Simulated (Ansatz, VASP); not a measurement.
## One calculation of La2O3, two programs

INCAR

```
SYSTEM = La2O3
PREC = Accurate
ENCUT = 520
EDIFF = 1E-7
ISMEAR = -1
SIGMA = 0.05
LREAL = .False.
LASPH = .True.
NELM = 60
ALGO = Normal
ISIF = 2
LWAVE = .False.
LCHARG = .False.
GGA = PS
NBANDS = 28
```

File KPOINTS:

```
regular mesh
0
Gamma
  5 5 8
  0 0 0
```

POSCAR

```
La2O3
1.0
    6.3082833429      0.0000000000      0.0000000000
   -3.1541416714      5.4631336292      0.0000000000
    0.0000000000      0.0000000000      3.3216193918
La O
2 3
Direct
    0.6666666667      0.3333333333      0.5000000000
    0.3333333333      0.6666666667      0.5000000000
    0.5080139900      0.0000000000      0.0000000000
    0.0000000000      0.5080139900      0.0000000000
    0.4919860100      0.4919860100      0.0000000000
```

Contents of input.yaml:

```yaml
crystal:
  lattice:
    - [6.3082833429, 0.0, 0.0]
    - [-3.1541416714, 5.4631336292, 0.0]
    - [0.0, 0.0, 3.3216193918]
  atoms:
    - { symbol: La, position: [0.6666666667, 0.3333333333, 0.5] }
    - { symbol: La, position: [0.3333333333, 0.6666666667, 0.5] }
    - { symbol: O, position: [0.50801399, 0.0, 0.0] }
    - { symbol: O, position: [0.0, 0.50801399, 0.0] }
    - { symbol: O, position: [0.49198601, 0.49198601, 0.0] }
kpoints:
  mp_grid: { grid: [5, 5, 8] }
scf:
  occupations: { method: fermi_dirac, width: 0.05 }
hamiltonian:
  xc: pbesol
  pseudopotentials: { kind: all_electron, lapw: { basis_error: 0.002 } }
output:
  forces: true
  stress: true
  eigenvalues: true
```

Change from the starting cell: volume scaled by 1.02.

Alike in both runs: task single point; functional PBEsol; k mesh 5 × 5 × 8; occupations fermi-dirac, width 0.05 eV; no spin polarisation.

|  | VASP | Ansatz |
| --- | --- | --- |
| version | VASP 6.6.1 | Ansatz 0.2.0 |
| potentials or method | VASP PAW PBE potentials, release 64 (La, O), cutoff 520 eV | all-electron LAPW, scalar-relativistic |

Ansatz gave:

```
gap on the k mesh at the Fermi level (eV)                     : 1.56
least direct gap on the mesh (eV)                             : 2.02
pressure (GPa)                                                : -2.9
traceless stress, the component that is largest in VASP (GPa) : -3.15
rms of the force components (eV/Å)                            : 0.032
```

Question: Which values does VASP return?

Answer: gap on the k mesh at the Fermi level (eV): 1.56; least direct gap on the mesh (eV): 2.02; pressure (GPa): -3.0; traceless stress, the component that is largest in VASP (GPa): -3.18; rms of the force components (eV/Å): 0.032.

VASP's potentials were made for PBE, not for PBEsol. Atom by atom the forces differ by 0.000 eV/Å (rms over components). Ansatz ran all-electron here, and VASP with PAW potentials.

Neither program's run includes spin-orbit coupling.
